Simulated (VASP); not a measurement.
Wanted: the native input for a VASP 6.6.1 run.

| Item | Value |
| --- | --- |
| Task | single point |
| Functional | PBEsol |
| Potentials or basis | VASP PAW PBE potentials, release 64 (Sr_sv) |
| Cutoff | 520 eV |
| k mesh | 10 × 10 × 10 |
| Occupations | gaussian, width 0.03 eV |
| Spin | no spin polarisation |
| Dipole correction | no |
| Further INCAR settings | ALGO = Fast; EDIFF = 1e-06; NBANDS = 11 |

The structure of Sr lies in POSCAR:

```
Sr
1.0
    0.0000000000      2.7989620000      2.9206560000
    2.7989620000      0.0000000000      2.9206560000
    2.7989620000      2.7989620000      0.0000000000
Sr
1
Direct
    0.0000000000      0.0000000000      0.0000000000
```

This cell differs from its parent crystal: strain -0.080 along x and y, -0.040 along z.

The input as run:

INCAR

```
  PREC = Accurate
  ENCUT = 520
  EDIFF = 1E-6
  ISMEAR = 0
  SIGMA = 0.03
  LREAL = F
  LASPH = T
  NELM = 100
  ALGO = Fast
  ISIF = 2
  LWAVE = F
  LCHARG = F
  GGA = PS
  NBANDS = 11
```

KPOINTS

```
Automatic mesh
0
Gamma
  10 10 10
```

Potentials or basis: VASP PAW PBE potentials, release 64 (Sr_sv).

Run with:

```console
$ cat potpaw_PBE.64/Sr_sv/POTCAR > POTCAR
$ mpirun -np 1 vasp_std > vasp.out
```

Results of the run:

```json
{
  "Pressure": "1.9 GPa",
  "Band gap on the k mesh": "zero (band 5 reaches 2.17 eV, above the bottom of band 6 at 2.16 eV)"
}
```

Caveat: the cell differs from its parent crystal (strain -0.080 along x and y, -0.040 along z); the PAW data sets were made with another functional, which shifts forces and pressure a little.

It took 43 s on 1 thread of Intel(R) Xeon(R) Platinum 8259CL CPU @ 2.50GHz (Skylake/Cascade Lake), on a shared host, peak memory 0.19 GiB.
